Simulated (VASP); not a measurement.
# Tl (Fd-3m) in VASP: single point with PBEsol

Aim: the single point of Tl with PBEsol.

Program: VASP 6.6.1. These are calculated values, not measurements. Logs are shortened: lines on timing, memory, paths and dates and some standing lists are left out, and cuts for length are marked.

## Step 1: The cell of the first run

The structure is cubic, space group Fd-3m (No. 227). The conventional cell has a = 6.803 Å, b = 6.803 Å, c = 6.803 Å, α = 90.00°, β = 90.00°, γ = 90.00°. Tl (site symmetry -43m) has 4 Tl at 2.95 Å within 3.9 Å.

## Step 2: Single point, PBEsol

File INCAR:

```
SYSTEM = Tl
PREC     = Accurate       ! precision mode
ENCUT    = 520            ! plane-wave cutoff, eV
EDIFF    = 1E-6           ! SCF threshold, eV
ISMEAR   = -1             ! smearing method
SIGMA    = 0.05           ! smearing width, eV
LREAL    = .False.        ! projectors in reciprocal space
LASPH    = .True.         ! aspherical terms in the spheres
NELM     = 60             ! most SCF steps
ALGO     = Normal         ! electronic algorithm
ISIF     = 2              ! what is computed and relaxed
LWAVE    = .False.        ! write WAVECAR
LCHARG   = .False.        ! write CHGCAR
GGA      = PS             ! functional
NBANDS   = 20             ! bands
```

File KPOINTS:

```
Automatic mesh
0
Gamma
  8 8 8
  0 0 0
```

File POSCAR:

```
Tl
1.0
    0.0000000000      3.4017220227      3.4017220227
    3.4017220227      0.0000000000      3.4017220227
    3.4017220227      3.4017220227      0.0000000000
Tl
2
Direct
   -0.1250000000     -0.1250000000     -0.1250000000
    0.1250000000      0.1250000000      0.1250000000
```

Potentials or basis: VASP PAW PBE potentials, release 64 (Tl_d).

Launch:

```sh
cat potpaw_PBE.64/Tl_d/POTCAR > POTCAR
mpirun -np 1 vasp_std > vasp.out
```

OUTCAR:

```text
SYSTEM = Tl
   PREC = Accurate
   ENCUT = 520
   EDIFF = 1E-6
   ISMEAR = -1
   LREAL = .False.
   LASPH = .True.
   NELM = 60
   ISIF = 2
   GGA = PS

 ion  position               nearest neighbor table
   1  0.875  0.875  0.875-   2 2.95   2 2.95   2 2.95   2 2.95
   2  0.125  0.125  0.125-   1 2.95   1 2.95   1 2.95   1 2.95

  LATTYP: Found a face centered cubic cell.
 ALAT       =     6.8034440454

  Lattice vectors:

 A1 = (   0.0000000000,   3.4017220227,   3.4017220227)
 A2 = (   3.4017220227,   0.0000000000,   3.4017220227)
 A3 = (   3.4017220227,   3.4017220227,   0.0000000000)

Analysis of symmetry for initial positions (statically):
=====================================================================
 Subroutine PRICEL returns:
 Original cell was already a primitive cell.

 Routine SETGRP: Setting up the symmetry group for a
 face centered cubic supercell.

 Subroutine GETGRP returns: Found 48 space group operations
 (whereof 12 operations were pure point group operations)
 out of a pool of 48 trial point group operations.

The static configuration has the point symmetry D_3d.
 The point group associated with its full space group is O_h .

Analysis of symmetry for dynamics (positions and initial velocities):
=====================================================================
 Subroutine PRICEL returns:
 Original cell was already a primitive cell.

 Routine SETGRP: Setting up the symmetry group for a
 face centered cubic supercell.

 Subroutine GETGRP returns: Found 48 space group operations
 (whereof 12 operations were pure point group operations)
 out of a pool of 48 trial point group operations.

The dynamic configuration has the point symmetry D_3d.
 The point group associated with its full space group is O_h .

 Subroutine INISYM returns: Found 48 space group operations
 (whereof 12 operations are pure point group operations),
 and found     1 'primitive' translations

----------------------------------------------------------------------------------------

                                     Primitive cell

  volume of cell :      78.7275

  direct lattice vectors                    reciprocal lattice vectors
     0.000000000  3.401722023  3.401722023    -0.146984379  0.146984379  0.146984379
     3.401722023  0.000000000  3.401722023     0.146984379 -0.146984379  0.146984379
     3.401722023  3.401722023  0.000000000     0.146984379  0.146984379 -0.146984379

  length of vectors
     4.810761420  4.810761420  4.810761420     0.254584413  0.254584413  0.254584413

  position of ions in fractional coordinates (direct lattice)
     0.875000000  0.875000000  0.875000000
     0.125000000  0.125000000  0.125000000

  ion indices of the primitive-cell ions
   primitive index   ion index
                 1           1
                 2           2

----------------------------------------------------------------------------------------

 KPOINTS: Automatic mesh

Automatic generation of k-mesh.
 Grid dimensions read from file:
 generate k-points for:    8    8    8

 Generating k-lattice:

  Cartesian coordinates                     Fractional coordinates (reciprocal lattice)
    -0.018373047  0.018373047  0.018373047     0.125000000  0.000000000  0.000000000
     0.018373047 -0.018373047  0.018373047     0.000000000  0.125000000  0.000000000
     0.018373047  0.018373047 -0.018373047     0.000000000  0.000000000  0.125000000

  Length of vectors
     0.031823052  0.031823052  0.031823052

  Shift w.r.t. Gamma in fractional coordinates (k-lattice)
     0.000000000  0.000000000  0.000000000

 Subroutine IBZKPT returns following result:
 ===========================================

 Found     29 irreducible k-points:

 Following reciprocal coordinates:
            Coordinates               Weight
  0.000000  0.000000  0.000000      1.000000
  0.125000  0.000000  0.000000      8.000000
  0.250000  0.000000  0.000000      8.000000
  0.375000  0.000000  0.000000      8.000000
  0.500000  0.000000  0.000000      4.000000
  0.125000  0.125000  0.000000      6.000000
[... 16 lines left out ...]
  0.500000  0.250000  0.125000     48.000000
 -0.375000  0.250000  0.125000     24.000000
 [... further k-points ...]
   k-points           NKPTS =     29   k-points in BZ     NKDIM =     29   number of bands    NBANDS=     20
   number of dos      NEDOS =    301   number of ions     NIONS =      2
   total plane-waves  NPLWV =  46656
   dimension x,y,z NGX =    36 NGY =   36 NGZ =   36
   dimension x,y,z NGXF=    72 NGYF=   72 NGZF=   72
   ions per type =               2
   NGX,Y,Z   is equivalent  to a cutoff of  12.44, 12.44, 12.44 a.u.
   NGXF,Y,Z  is equivalent  to a cutoff of  24.88, 24.88, 24.88 a.u.
 SYSTEM =  Tl
   PREC   = accura    normal or accurate (medium, high low for compatibility)
   ISTART =      0    job   : 0-new  1-cont  2-samecut
   ICHARG =      2    charge: 1-file 2-atom 10-const
   ISPIN  =      1    spin polarized calculation?
   LNONCOLLINEAR =      F non collinear calculations
   LSORBIT =      F    spin-orbit coupling
   LASPH  =      T    aspherical Exc in radial PAW
   ENCUT  =  520.0 eV  38.22 Ry    6.18 a.u.   8.94  8.94  8.94*2*pi/ulx,y,z
   NELM   =     60;   NELMIN=  2; NELMDL= -5     # of ELM steps
   EDIFF  = 0.1E-05   stopping-criterion for ELM
   LREAL  =      F    real-space projection
   EDIFFG = 0.1E-04   stopping-criterion for IOM
   NSW    =      0    number of steps for IOM
   IBRION =     -1    ionic relax: 0-MD 1-quasi-New 2-CG
   NFREE  =      0    steps in history (QN), initial steepest desc. (CG)
   ISIF   =      2    stress and relaxation
   ISYM   =      2    0-nonsym 1-usesym 2-fastsym
   POTIM  = 0.5000    time-step for ionic-motion
   TEBEG  =    0.0;   TEEND  =   0.0 temperature during run
   PSTRESS=    0.0 pullay stress
   NELECT =      26.0000    total number of electrons
   NUPDOWN=      -1.0000    fix difference up-down
   EMIN   =  10.00;   EMAX   =-10.00  energy-range for DOS
   EFERMI =   0.00;   METHOD = LEGACY
   ISMEAR =    -1;   SIGMA  =   0.05  broadening in eV -4-tet -1-fermi 0-gaus
   EFERMI_NEDOS =   21; number of points for ismear=-14 and -15
   IALGO  =     38    algorithm
   IMIX   =      4    mixing-type and parameters
     AMIX     =   0.40;   BMIX     =  1.00
     AMIX_MAG =   1.60;   BMIX_MAG =  1.00
  volume/ion in A,a.u.               =      39.36       265.64
  Fermi-wavevector in a.u.,A,eV,Ry     =   1.131594  2.138402 17.422314  1.280504
  Thomas-Fermi vector in A             =   2.268293
   LORBIT       =      0    0 simple, 1 ext, 2 COOP (PROOUT), +10 PAW based schemes
   GGA     = PS    functional components
   LHFCALC =     F    Hartree Fock is set to
   AEXX    =    0.0000 exact exchange contribution
   IVDW    =     0    specifies the selected vdW correction
   LEPSILON=     F    determine dielectric tensor
   LRPA    =     F    only Hartree local field effects (RPA)
 non-spin polarized calculation
  energy-cutoff  :      520.00
  volume of cell :       78.73
 maximum number of plane-waves:      2148
   NGX = 17   NGY = 17   NGZ = 17

 number of electron      26.0000008 magnetization

 Free energy of the ion-electron system (eV)
  ---------------------------------------------------
  ext. energy  EPLUGINS =         0.00000000
  ---------------------------------------------------
  free energy    TOTEN  =        -4.36839528 eV

  energy without entropy =       -4.35356746  energy(sigma->0) =       -4.36098137

 E-fermi :   3.3310     XC(G=0):  -8.5888

 val. band max:        3.2664307603   @ k =   0.3750   0.3750   0.0000
 cond. band min:       3.3693055013   @ k =  -0.2500   0.3750   0.1250
 fundamental gap:      0.1028747411
 Fermi energy:         3.3309966582

 k-point     1 :       0.0000    0.0000    0.0000
  band No.  band energies     occupation
      1      -8.5036      2.00000
      2      -8.5036      2.00000
      3      -8.5036      2.00000
      4      -8.4113      2.00000
      5      -8.4113      2.00000
      6      -7.7361      2.00000
[... 12 lines left out ...]
     19       8.4950      0.00000
     20      12.2204      0.00000

 k-point     2 :       0.1250    0.0000    0.0000
  band No.  band energies     occupation
      1      -8.5313      2.00000
      2      -8.5313      2.00000
      3      -8.5016      2.00000
      4      -8.3708      2.00000
      5      -8.3708      2.00000
      6      -7.7654      2.00000
[... 12 lines left out ...]
     19       9.7586      0.00000
     20      11.6908      0.00000

 k-point     3 :       0.2500    0.0000    0.0000
  band No.  band energies     occupation
      1      -8.5601      2.00000
      2      -8.5601      2.00000
      3      -8.4970      2.00000
      4      -8.3157      2.00000
      5      -8.3157      2.00000
      6      -7.8303      2.00000
[... 12 lines left out ...]
     19      10.1771      0.00000
     20      11.7804      0.00000

 k-point     4 :       0.3750    0.0000    0.0000
  band No.  band energies     occupation
      1      -8.5703      2.00000
      2      -8.5703      2.00000
      3      -8.4924      2.00000
      4      -8.2876      2.00000
      5      -8.2876      2.00000
      6      -7.8896      2.00000
[... 12 lines left out ...]
     19      10.9655      0.00000
     20      12.5329      0.00000

 k-point     5 :       0.5000    0.0000    0.0000
  band No.  band energies     occupation
      1      -8.5712      2.00000
      2      -8.5712      2.00000
      3      -8.4905      2.00000
      4      -8.2823      2.00000
      5      -8.2823      2.00000
      6      -7.9130      2.00000
[... 12 lines left out ...]
     19      12.8840      0.00000
     20      13.2509      0.00000

 k-point     6 :       0.1250    0.1250    0.0000
  band No.  band energies     occupation
      1      -8.5435      2.00000
      2      -8.5185      2.00000
      3      -8.5185      2.00000
      4      -8.3810      2.00000
      5      -8.3302      2.00000
      6      -7.8586      2.00000
[... 12 lines left out ...]
     19       9.8845      0.00000
     20      10.7351      0.00000

 k-point     7 :       0.2500    0.1250    0.0000
  band No.  band energies     occupation
      1      -8.5753      2.00000
      2      -8.5415      2.00000
      3      -8.5122      2.00000
      4      -8.3343      2.00000
      5      -8.2666      2.00000
      6      -7.9389      2.00000
[... 12 lines left out ...]
     19      10.5558      0.00000
     20      11.3942      0.00000
[... 277 lines left out ...]
 k-point    20 :      -0.3750    0.3750    0.0000
  band No.  band energies     occupation
      1      -8.6557      2.00000
      2      -8.6007      2.00000
      3      -8.4021      2.00000
      4      -8.2250      2.00000
      5      -8.0583      2.00000
      6      -8.0543      2.00000
[... 12 lines left out ...]
     19      11.6113      0.00000
     20      13.0215      0.00000

 k-point    21 :       0.5000    0.5000    0.0000
  band No.  band energies     occupation
      1      -8.5930      2.00000
      2      -8.5930      2.00000
      3      -8.4184      2.00000
      4      -8.4184      2.00000
      5      -8.0146      2.00000
      6      -8.0146      2.00000
[... 12 lines left out ...]
     19      13.6338      0.00000
     20      13.6338      0.00000

 k-point    22 :       0.3750    0.2500    0.1250
  band No.  band energies     occupation
      1      -8.5963      2.00000
      2      -8.5771      2.00000
      3      -8.4823      2.00000
      4      -8.2923      2.00000
      5      -8.1986      2.00000
      6      -8.0212      2.00000
[... 12 lines left out ...]
     19      11.6117      0.00000
     20      12.1433      0.00000

 k-point    23 :       0.5000    0.2500    0.1250
  band No.  band energies     occupation
      1      -8.6243      2.00000
      2      -8.6002      2.00000
      3      -8.4314      2.00000
      4      -8.2465      2.00000
      5      -8.1595      2.00000
      6      -8.0560      2.00000
[... 12 lines left out ...]
     19      12.2089      0.00000
     20      12.4962      0.00000

 k-point    24 :      -0.3750    0.2500    0.1250
  band No.  band energies     occupation
      1      -8.6396      2.00000
      2      -8.6028      2.00000
      3      -8.4083      2.00000
      4      -8.2136      2.00000
      5      -8.1661      2.00000
      6      -8.0566      2.00000
[... 12 lines left out ...]
     19      11.5603      0.00000
     20      12.4975      0.00000

 [... further k-points ...]
[... 5 lines left out ...]
  --------------------------------------------------------------------------------------
  -------------------------------------------------------------------------------------
  Total        0.3208997      0.3208997      0.3208997     -0.0000000      0.0000000      0.0000000
  in kB        6.5306043      6.5306043      6.5306043     -0.0000000      0.0000000      0.0000000
  external PRESSURE =       6.5306043 kB  Pullay stress =       0.0000000 kB

 VOLUME and BASIS-vectors are now :
 -----------------------------------------------------------------------------
  energy-cutoff  :      520.00
  volume of cell :       78.73
      direct lattice vectors                 reciprocal lattice vectors
     0.000000000  3.401722023  3.401722023    -0.146984379  0.146984379  0.146984379
     3.401722023  0.000000000  3.401722023     0.146984379 -0.146984379  0.146984379
     3.401722023  3.401722023  0.000000000     0.146984379  0.146984379 -0.146984379

 POSITION                                       TOTAL-FORCE (eV/Angst)
 -----------------------------------------------------------------------------------
      5.95301      5.95301      5.95301         0.000000      0.000000      0.000000
      0.85043      0.85043      0.85043        -0.000000     -0.000000     -0.000000
 -----------------------------------------------------------------------------------
    total drift:                                0.000000      0.000000      0.000000

  FREE ENERGIE OF THE ION-ELECTRON SYSTEM (eV)
  ---------------------------------------------------
  free  energy   TOTEN  =        -4.3683952827 eV

  energy  without entropy=       -4.3535674580  energy(sigma->0) =       -4.36098137
```

Wall time 14 s (1 thread of Intel Xeon 6975P-C (Granite Rapids), shared host); peak memory 0.21 GiB.

What came out:

| Property | Result |
| --- | --- |
| Free energy | -4.3684 eV |
| Pressure | 0.7 GPa |
| Band gap on the k mesh | zero (band 13 reaches 5.96 eV, above the bottom of band 14 at 2.39 eV) |

Levels at points of the mesh, in eV from the Fermi level:
| k point | band 11 | band 12 | band 13 | band 14 | band 15 | band 16 |
| --- | --- | --- | --- | --- | --- | --- |
| (0.00, 0.00, 0.00) | -9.08 | -0.45 | 2.63 | 2.63 | 2.63 | 4.31 |
| (0.50, 0.00, 0.00) | -7.33 | -4.73 | 1.13 | 1.20 | 1.20 | 5.35 |
| (0.50, 0.50, 0.00) | -5.94 | -5.94 | -0.32 | -0.32 | 2.45 | 2.45 |

Caveat: the PAW data sets were made with another functional, which shifts forces and pressure a little; spin-orbit coupling is left out, which moves the levels of the heavy elements.
